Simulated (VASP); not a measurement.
Runs of VASP 6.6.1 on ZrAl3B3N. The structure is that of space group P4mm (No. 99), or close to it. The cells are those of the table. 

```csv
cell,k mesh,gap on the mesh (eV),pressure (GPa),largest force (eV/Å)
"a = 3.538, b = 3.538, c = 8.192 Å, 8 atoms",3 × 3 × 2,none,(a),0.03
"a = 4.531, b = 4.531, c = 4.666 Å, 8 atoms",3 × 3 × 3,none,-0.2,0.01
"a = 4.529, b = 4.529, c = 4.666 Å, 8 atoms",3 × 3 × 3,none,(b),0.01
"a = 3.457, b = 3.457, c = 10.089 Å, 8 atoms",3 × 3 × 2,none,0.0,0.04
```

Alike in all rows: task single point; level PBE; potentials or basis VASP PAW PBE potentials, release 64 (Zr_sv, Al, B, N); no spin polarisation; cutoff (eV) 520; smearing gaussian 0.15 eV.

Question: Estimate the missing entries.

Answer: (a) 0.2; (b) -0.1.

Caveats: all runs use coarse meshes.

A k mesh can miss the band edges, and the runs leave out spin-orbit coupling on Zr.

A gap of «none» marks levels without a gap at the run's occupations.
